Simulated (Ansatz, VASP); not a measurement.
## Ga: VASP beside Ansatz

```
CELL_PARAMETERS angstrom
1.39863 4.07200 0.00000
1.39863 -4.07200 0.00000
0.11878 0.00000 -3.36756
ATOMIC_POSITIONS crystal
Ga 0.13299 0.86701 0.75000
Ga 0.86701 0.13299 0.25000
```

Alike in both runs: functional r2SCAN; k mesh 7 × 7 × 5; occupations fermi-dirac, width 0.0637 eV; no spin polarisation.

Ansatz relaxed the structure, and its values are those at the end. VASP's run is a single point on that final structure, the one shown.

|  | VASP | Ansatz |
| --- | --- | --- |
| version | VASP 6.6.1 | Ansatz 0.2.0 |
| potentials or method | VASP PAW PBE potentials, release 64 (Ga_d), cutoff 520 eV | PAW plane waves |
| valence electrons in the cell | 26 | 26 |

```tsv
	VASP	Ansatz	Ansatz less VASP
pressure (GPa)	-3.0	-3.1	-0.10
rms of the force components (eV/Å)	0.005	0.004	-0.0011
```

VASP's potentials were made for PBE, not for r2SCAN. Ansatz's warnings: stress scf threshold loose.

The k mesh is coarse, so the values compare programs but aren't converged.
